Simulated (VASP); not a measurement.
# NaHF2 (R-3m) in VASP: notebook, part 2 of 2

VASP 6.6.1. Earlier steps stand in the parts before.

### Step 3. Single point, r2SCAN (strain -0.050 along x and y, -0.025 along z)

The input, POSCAR:

```
NaHF2
1.0
    1.6420229563      0.9480223958      4.5228989313
   -1.6420229563      0.9480223958      4.5228989313
    0.0000000000     -1.8960447916      4.5228989313
Na H F
1 1 2
Direct
    0.0000000000      0.0000000000      0.0000000000
    0.5000000000      0.5000000000      0.5000000000
    0.4100000000      0.4100000000      0.4100000000
    0.5900000000      0.5900000000      0.5900000000
```

The input, INCAR.step1:

```
SYSTEM = NaHF2
PREC = Accurate ; ENCUT = 520
ISMEAR = 0 ; SIGMA = 0.05
LREAL = .FALSE. ; LASPH = .TRUE.
NELM = 80 ; NBANDS = 19
GGA = PE ; ALGO = Normal
EDIFF = 1E-4 ; LWAVE = .TRUE.
LCHARG = .FALSE.
```

The input, INCAR.step2:

```
SYSTEM = NaHF2
PREC = Accurate ; ENCUT = 520
EDIFF = 1E-6 ; ISMEAR = 0
SIGMA = 0.05 ; LREAL = .FALSE.
LASPH = .TRUE. ; NELM = 80
ALGO = Normal ; ISIF = 2
LWAVE = .FALSE. ; LCHARG = .TRUE.
METAGGA = R2SCAN ; LMIXTAU = .TRUE.
LELF = .TRUE. ; LVHAR = .TRUE.
NBANDS = 19 ; ISTART = 1
```

The input, KPOINTS:

```
regular mesh
0
G
  12 12 12
  0 0 0
```

Potentials or basis: VASP PAW PBE potentials, release 64 (Na_pv, H, F).

On the command line:

```bash
$ cat potpaw_PBE.64/Na_pv/POTCAR potpaw_PBE.64/H/POTCAR potpaw_PBE.64/F/POTCAR > POTCAR
$ cp INCAR.step1 INCAR
$ mpirun -np 1 vasp_std > vasp.out
$ cp INCAR.step2 INCAR
$ mpirun -np 1 vasp_std > vasp.out
```

It took 8.7 min on 1 thread of AMD EPYC 9R45 (Zen 5), shared host; peak memory 0.27 GiB.

It converged, with:

* Free energy: -22.4935 eV
* Pressure: 0.6 GPa
* Largest force: 2.434 eV/Å
* Band gap on the k mesh: 7.84 eV (least direct gap 8.05 eV)

Forces in eV/Å, atoms in the order of the input:
```
Na   0.000  0.000  0.000
H    0.000  0.000  0.000
F    0.000  0.000  2.434
F    0.000  0.000 -2.434
```

Stress tensor (GPa, compression positive):
```
  6.39   0.00   0.00
  0.00   6.39   0.00
  0.00   0.00 -11.06
```

Levels at points of the mesh, in eV from the valence-band top:
```tsv
k point	band 8	band 9	band 10	band 11	band 12	band 13	band 14	band 15
(0.00, 0.00, 0.00)	-0.39	-0.33	-0.33	-0.21	7.84	14.81	16.47	17.26
(0.50, 0.00, 0.00)	-0.67	-0.56	-0.46	-0.41	11.90	12.81	17.10	17.52
(0.50, 0.50, 0.00)	-1.08	-0.81	-0.58	-0.19	12.91	12.91	15.12	16.21
(0.50, 0.50, 0.50)	-0.70	-0.70	0.00	0.00	9.48	12.04	15.55	21.43
```

Caveat: the cell differs from its parent crystal (strain -0.050 along x and y, -0.025 along z); the stress differs along the axes, from -11 to 6 GPa; the PAW data sets were made with another functional, which shifts forces and pressure a little.

### Step 4. Single point, r2SCAN (strain -0.050 along x and y, +0.000 along z)

The input, POSCAR:

```
NaHF2
1.0
    1.6420229563      0.9480223958      4.6388706988
   -1.6420229563      0.9480223958      4.6388706988
    0.0000000000     -1.8960447916      4.6388706988
Na H F
1 1 2
Direct
    0.0000000000      0.0000000000      0.0000000000
    0.5000000000      0.5000000000      0.5000000000
    0.4100000000      0.4100000000      0.4100000000
    0.5900000000      0.5900000000      0.5900000000
```

The input, INCAR.step1:

```
PREC = Accurate
ENCUT = 520
ISMEAR = 0
SIGMA = 0.05
LREAL = False
LASPH = True
NELM = 80
NBANDS = 19
GGA = PE
ALGO = Normal
EDIFF = 1E-4
LWAVE = True
LCHARG = False
```

The input, INCAR.step2:

```
PREC = Accurate
ENCUT = 520
EDIFF = 1E-7
ISMEAR = 0
SIGMA = 0.05
LREAL = False
LASPH = True
NELM = 80
ALGO = Normal
ISIF = 2
LWAVE = False
LCHARG = False
METAGGA = R2SCAN
LMIXTAU = True
NBANDS = 19
ISTART = 1
```

The input, KPOINTS:

```
Automatic mesh
0
Gamma
  12 12 12
```

On the command line:

```bash
$ cat potpaw_PBE.64/Na_pv/POTCAR potpaw_PBE.64/H/POTCAR potpaw_PBE.64/F/POTCAR > POTCAR
$ cp INCAR.step1 INCAR
$ mpirun -np 1 vasp_std > vasp.out
$ cp INCAR.step2 INCAR
$ mpirun -np 1 vasp_std > vasp.out
```

It took 12 min on 1 thread of AMD EPYC 9R45 (Zen 5), shared host; peak memory 0.3 GiB.

Results (log left out):

* Free energy: -22.4023 eV
* Pressure: -1.9 GPa
* Largest force: 2.744 eV/Å
* Band gap on the k mesh: 7.64 eV (least direct gap 7.91 eV)

Forces in eV/Å, atoms in the order of the input:
```
Na   0.000  0.000  0.000
H    0.000  0.000  0.000
F    0.000  0.000  2.744
F    0.000  0.000 -2.744
```

Stress tensor (GPa, compression positive):
```
  5.32   0.00   0.00
  0.00   5.32   0.00
  0.00   0.00 -16.28
```

Levels at points of the mesh, in eV from the valence-band top:
| k point | band 7 | band 8 | band 9 | band 10 | band 11 | band 12 | band 13 | band 14 | band 15 | band 16 |
| --- | --- | --- | --- | --- | --- | --- | --- | --- | --- | --- |
| (0.00, 0.00, 0.00) | -0.36 | -0.36 | -0.28 | -0.28 | -0.27 | 7.64 | 14.55 | 15.70 | 16.89 | 21.39 |
| (0.50, 0.00, 0.00) | -1.73 | -0.69 | -0.51 | -0.46 | -0.43 | 11.46 | 12.74 | 16.58 | 17.27 | 17.75 |
| (0.50, 0.50, 0.00) | -1.44 | -1.07 | -0.73 | -0.61 | -0.19 | 12.35 | 12.83 | 15.00 | 15.91 | 17.06 |
| (0.50, 0.50, 0.50) | -1.39 | -0.62 | -0.62 | 0.00 | 0.00 | 9.27 | 11.77 | 14.97 | 21.00 | 22.04 |

Caveat: the cell differs from its parent crystal (strain -0.050 along x and y, +0.000 along z); the stress differs along the axes, from -16 to 5 GPa; the PAW data sets were made with another functional, which shifts forces and pressure a little.

### Step 5. Single point, r2SCAN (strain -0.050 along x and y, +0.025 along z)

The input, POSCAR:

```
NaHF2
1.0
    1.6420229563      0.9480223958      4.7548424663
   -1.6420229563      0.9480223958      4.7548424663
    0.0000000000     -1.8960447916      4.7548424663
Na H F
1 1 2
Direct
    0.0000000000      0.0000000000      0.0000000000
    0.5000000000      0.5000000000      0.5000000000
    0.4100000000      0.4100000000      0.4100000000
    0.5900000000      0.5900000000      0.5900000000
```

The input, INCAR.step1:

```
PREC = Accurate ; ENCUT = 520
ISMEAR = 0 ; SIGMA = 0.05
LREAL = F ; LASPH = T
NELM = 80 ; NBANDS = 19
GGA = PE ; ALGO = Normal
EDIFF = 1E-4 ; LWAVE = T
LCHARG = F
```

The input, INCAR.step2:

```
PREC = Accurate ; ENCUT = 520
EDIFF = 1E-6 ; ISMEAR = 0
SIGMA = 0.05 ; LREAL = F
LASPH = T ; NELM = 80
ALGO = Normal ; ISIF = 2
LWAVE = F ; LCHARG = T
METAGGA = R2SCAN ; LMIXTAU = T
LELF = T ; LVHAR = T
NBANDS = 19 ; ISTART = 1
```

The input, KPOINTS:

```
regular mesh
0
Gamma
  12 12 12
```

On the command line:

```bash
$ cat potpaw_PBE.64/Na_pv/POTCAR potpaw_PBE.64/H/POTCAR potpaw_PBE.64/F/POTCAR > POTCAR
$ cp INCAR.step1 INCAR
$ mpirun -np 1 vasp_std > vasp.out
$ cp INCAR.step2 INCAR
$ mpirun -np 1 vasp_std > vasp.out
```

Run time: 13 min. Hardware: 1 thread of AMD EPYC 9R45 (Zen 5), shared host; peak memory 0.3 GiB.

Results (log left out):

```yaml
Free_energy: -22.2790 eV
Pressure: -3.9 GPa
Largest_force: 2.968 eV/Å
Band_gap_on_the_k_mesh: 7.42 eV (least direct gap 7.66 eV)
```

Forces in eV/Å, atoms in the order of the input:
```
Na   0.000  0.000  0.000
H    0.000  0.000  0.000
F    0.000  0.000  2.968
F    0.000  0.000 -2.968
```

Stress tensor (GPa, compression positive):
```
  4.43   0.00   0.00
  0.00   4.43   0.00
  0.00   0.00 -20.59
```

Levels at points of the mesh, in eV from the valence-band top:
```csv
k point,band 9,band 10,band 11,band 12,band 13,band 14
"(0.00, 0.00, 0.00)",-0.32,-0.24,-0.24,7.42,14.31,14.99
"(0.50, 0.00, 0.00)",-0.50,-0.47,-0.40,10.99,12.66,16.14
"(0.50, 0.50, 0.00)",-0.67,-0.63,-0.19,11.75,12.75,14.93
"(0.50, 0.50, 0.50)",-0.55,0.00,0.00,9.02,11.50,14.48
```

Caveat: the cell differs from its parent crystal (strain -0.050 along x and y, +0.025 along z); the stress differs along the axes, from -21 to 4 GPa; the PAW data sets were made with another functional, which shifts forces and pressure a little.

### Step 6. Single point, r2SCAN (strain -0.050 along x and y, +0.050 along z)

The input, POSCAR:

```
NaHF2
1.0
    1.6420229563      0.9480223958      4.8708142337
   -1.6420229563      0.9480223958      4.8708142337
    0.0000000000     -1.8960447916      4.8708142337
Na H F
1 1 2
Direct
    0.0000000000      0.0000000000      0.0000000000
    0.5000000000      0.5000000000      0.5000000000
    0.4100000000      0.4100000000      0.4100000000
    0.5900000000      0.5900000000      0.5900000000
```

The input, INCAR.step1:

```
SYSTEM = NaHF2
ALGO = Normal
EDIFF = 1E-4
ENCUT = 520
GGA = PE
ISMEAR = 0
LASPH = .True.
LCHARG = .False.
LREAL = .False.
LWAVE = .True.
NBANDS = 19
NELM = 100
PREC = Accurate
SIGMA = 0.05
```

The input, INCAR.step2:

```
SYSTEM = NaHF2
ALGO = Normal
EDIFF = 1E-6
ENCUT = 520
ISIF = 2
ISMEAR = 0
ISTART = 1
LASPH = .True.
LCHARG = .False.
LMIXTAU = .True.
LREAL = .False.
LWAVE = .False.
METAGGA = R2SCAN
NBANDS = 19
NELM = 100
PREC = Accurate
SIGMA = 0.05
```

The input, KPOINTS:

```
k-points
0
Gamma
  12 12 12
  0 0 0
```

Potentials or basis: VASP PAW PBE potentials, release 64 (Na_pv, H, F).

On the command line:

```bash
$ cat potpaw_PBE.64/Na_pv/POTCAR potpaw_PBE.64/H/POTCAR potpaw_PBE.64/F/POTCAR > POTCAR
$ cp INCAR.step1 INCAR
$ mpirun -np 1 vasp_std > vasp.out
$ cp INCAR.step2 INCAR
$ mpirun -np 1 vasp_std > vasp.out
```

Wall time 12 min (1 thread of AMD EPYC 9R45 (Zen 5), shared host); peak memory 0.31 GiB.

It converged, with:

* Free energy: -22.1297 eV
* Pressure: -5.6 GPa
* Largest force: 3.121 eV/Å
* Band gap on the k mesh: 7.17 eV (least direct gap 7.38 eV)

Forces on the atoms (eV/Å):
```
Na   0.000  0.000  0.000
H    0.000  0.000  0.000
F    0.000  0.000  3.121
F    0.000  0.000 -3.121
```

Stress tensor (GPa, compression positive):
```
  3.65   0.00   0.00
  0.00   3.65   0.00
  0.00   0.00 -24.07
```

Levels at points of the mesh, in eV from the valence-band top:
```
           k point  band 7  band 8  band 9  band 10  band 11  band 12  band 13  band 14  band 15  band 16
(0.00, 0.00, 0.00)   -0.37   -0.29   -0.29    -0.21    -0.21     7.17    14.08    14.35    16.25    21.45
(0.50, 0.00, 0.00)   -1.60   -0.72   -0.54    -0.44    -0.38    10.49    12.58    15.76    16.75    17.33
(0.50, 0.50, 0.00)   -1.36   -1.06   -0.66    -0.61    -0.20    11.13    12.65    14.89    15.35    16.44
(0.50, 0.50, 0.50)   -1.41   -0.49   -0.49     0.00     0.00     8.72    11.25    14.07    20.09    22.13
```

Caveat: the cell differs from its parent crystal (strain -0.050 along x and y, +0.050 along z); the stress differs along the axes, from -24 to 4 GPa; the PAW data sets were made with another functional, which shifts forces and pressure a little. A k mesh can miss the band edges.

### Step 7. The runs side by side

```tsv
cell	gap on the mesh (eV)	pressure (GPa)	largest force (eV/Å)
a = 4.797 Å, angles 40.0°, 4 atoms	8.01	3.5	2.01
a = 4.904 Å, angles 39.1°, 4 atoms	7.84	0.6	2.43
a = 5.011 Å, angles 38.3°, 4 atoms	7.64	-1.9	2.74
a = 5.119 Å, angles 37.4°, 4 atoms	7.42	-3.9	2.97
a = 5.227 Å, angles 36.6°, 4 atoms	7.17	-5.6	3.12
```

Alike in all rows: task single point; level r2SCAN; potentials or basis VASP PAW PBE potentials, release 64 (Na_pv, H, F); no spin polarisation; k mesh 12 × 12 × 12; cutoff (eV) 520; smearing gaussian 0.05 eV.

Caveats: the PAW data sets were made with another functional, which shifts forces and pressure a little; the stress differs along the axes, from -5 to 8 GPa (at least some runs); the stress differs along the axes, from -11 to 6 GPa (at least some runs); the stress differs along the axes, from -16 to 5 GPa (at least some runs); the stress differs along the axes, from -21 to 4 GPa (at least some runs); the stress differs along the axes, from -24 to 4 GPa (at least some runs).

Total energies depend on the potentials used, so only differences within one code and one set of settings carry meaning.
